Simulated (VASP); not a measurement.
BaS:

```xyz
2
Lattice="0.0000 3.2118 3.2118 3.2118 0.0000 3.2118 3.2118 3.2118 0.0000" Properties=species:S:1:pos:R:3 pbc="T T T"
Ba    0.0000    0.0000    0.0000
S     3.2118    3.2118    3.2118
```

Base run:

* Program: VASP 6.6.1
* Functional: r2SCAN
* Potentials or basis: VASP PAW PBE potentials, release 64 (Ba_sv, S)
* Cutoff: 520 eV
* k mesh: 8 × 8 × 8
* Occupations: gaussian, width 0.01 eV
* Spin: no spin polarisation

Its results: band gap on the k mesh 2.49 eV, indirect (least direct gap 2.63 eV); pressure 0.6 GPa.

The run is repeated on the same cell with these changes: functional from r2SCAN to PBE; occupations from gaussian, width 0.01 eV to fermi-dirac, width 0.02 eV. What comes out?

Band gap on the k mesh 2.13 eV, indirect (least direct gap 2.28 eV); pressure 0.6 GPa.

Caveats: spin-orbit coupling is left out, which moves the levels of the heavy elements; the PAW data sets were made with another functional, which shifts forces and pressure a little (some runs).

A k mesh can miss the band edges.
